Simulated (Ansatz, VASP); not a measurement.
NiMoIrPdW in VASP and in Ansatz

```xyz
5
Lattice="4.1467 0.0000 0.0000 -2.0734 3.5911 0.0000 0.0000 0.0000 5.4163" Properties=species:S:1:pos:R:3 pbc="T T T"
Ni    0.0000    0.0000    0.1203
Mo    2.0734    1.1970    2.4913
Pd    0.0000    2.3941    4.0406
Ir    0.0000    2.3941    1.3888
W     2.0734    1.1970    5.4155
```

Alike in both runs: functional PBEsol; k mesh 5 × 5 × 4; occupations fermi-dirac, width 0.05 eV; collinear spin.

|  | VASP | Ansatz |
| --- | --- | --- |
| version | VASP 6.6.1 | Ansatz 0.2.0 |
| potentials or method | VASP PAW PBE potentials, release 64 (Ni, Mo_sv, Pd, Ir, W_sv), cutoff 520 eV | all-electron LAPW, scalar-relativistic |
| task | single point | band structure |

|  | VASP | Ansatz | Ansatz less VASP |
| --- | --- | --- | --- |
| gap on the k mesh at the Fermi level (eV) | none | none | - |
| pressure (GPa) | -7.6 | -7.9 | -0.29 |
| traceless stress, the component that is largest in VASP (GPa) | 0.21 | 0.23 | +0.026 |
| rms of the force components (eV/Å) | 0.072 | 0.087 | +0.0148 |
| net moment per atom (μB) | 0.00 | 0.00 | 0.000 |

VASP's potentials were made for PBE, not for PBEsol. Atom by atom the forces differ by 0.015 eV/Å (rms over components). A gap of «none» marks a metal or a gap that the smearing closes. Ansatz ran all-electron here, and VASP with PAW potentials.

Neither program's run includes spin-orbit coupling. Noted on Ansatz's run: the k mesh is thin for a metal, which can move the energy by tens of meV per atom.
